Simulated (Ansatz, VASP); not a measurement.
# C in VASP and in Ansatz

The input INCAR:

```
SYSTEM = C
ALGO = Normal ; EDIFF = 1E-6
EDIFFG = -0.01 ; ENCUT = 600
GGA = RE ; IBRION = 2
ISIF = 3 ; ISMEAR = -1
IVDW = 13 ; LASPH = .True.
LCHARG = .False. ; LREAL = .False.
LWAVE = .False. ; NELM = 80
NSW = 60 ; PREC = Accurate
SIGMA = 0.05
```

KPOINTS

```
k-points
0
Gamma
  12 12 3
  0 0 0
```

POSCAR

```
C
1.0
    2.5221000000      0.0000000000      0.0000000000
   -1.2610500000      2.1842026709      0.0000000000
    0.0000000000      0.0000000000     12.3557000000
C
12
Direct
    0.6666666667      0.3333333333      0.3541700000
    0.3333333333      0.6666666667      0.8541700000
    0.6666666667      0.3333333333      0.1458300000
    0.3333333333      0.6666666667      0.6458300000
    0.6666666667      0.3333333333      0.4791700000
    0.3333333333      0.6666666667      0.9791700000
    0.6666666667      0.3333333333      0.0208300000
    0.3333333333      0.6666666667      0.5208300000
    0.0000000000      0.0000000000      0.8125000000
    0.0000000000      0.0000000000      0.3125000000
    0.0000000000      0.0000000000      0.6875000000
    0.0000000000      0.0000000000      0.1875000000
```

File input.yaml:

```yaml
crystal:
  lattice:
    - [2.5221, 0.0, 0.0]
    - [-1.26105, 2.1842026709, 0.0]
    - [0.0, 0.0, 12.3557]
  atoms:
    - { symbol: C, position: [0.6666666667, 0.3333333333, 0.35417] }
    - { symbol: C, position: [0.3333333333, 0.6666666667, 0.85417] }
    - { symbol: C, position: [0.6666666667, 0.3333333333, 0.14583] }
    - { symbol: C, position: [0.3333333333, 0.6666666667, 0.64583] }
    - { symbol: C, position: [0.6666666667, 0.3333333333, 0.47917] }
    - { symbol: C, position: [0.3333333333, 0.6666666667, 0.97917] }
    - { symbol: C, position: [0.6666666667, 0.3333333333, 0.02083] }
    - { symbol: C, position: [0.3333333333, 0.6666666667, 0.52083] }
    - { symbol: C, position: [0.0, 0.0, 0.8125] }
    - { symbol: C, position: [0.0, 0.0, 0.3125] }
    - { symbol: C, position: [0.0, 0.0, 0.6875] }
    - { symbol: C, position: [0.0, 0.0, 0.1875] }
hamiltonian:
  xc: revpbe
  pseudopotentials: { kind: paw }
  dispersion: d4
kpoints:
  mp_grid: { grid: [12, 12, 3] }
scf:
  occupations: { method: fermi_dirac, width: 0.05 }
output:
  forces: true
  stress: true
relax:
  f_tol: 0.01
  max_steps: 40
  cell: { stress_tol: 0.05 }
```

Alike in both runs: task relaxation of cell and atoms; functional revPBE; dispersion D4; k mesh 12 × 12 × 3; occupations fermi-dirac, width 0.05 eV; no spin polarisation.

|  | VASP | Ansatz |
| --- | --- | --- |
| version | VASP 6.6.1 | Ansatz 0.2.0 |
| potentials or method | VASP PAW PBE potentials, release 64 (C) | Ansatz PAW |
| plane-wave cutoff (eV) | 600 | 420 |
| valence electrons in the cell | 48 | 48 |

|  | VASP | Ansatz | Ansatz less VASP |
| --- | --- | --- | --- |
| relaxed volume (Å³/atom) | 5.59 | 5.59 | +0.002 |
| relaxed length of the cell vector where the two differ most in proportion (Å) | 2.504 | 2.505 | +0.0003 |

VASP's potentials were made for PBE, not for revPBE.

Noted on Ansatz's run: odd divisions of the mesh miss points on the zone boundary, where band edges often lie, so the gap on the mesh can be too wide; the plane-wave basis is chosen anew once the cell has moved, so the energies of steps on either side of that aren't comparable.
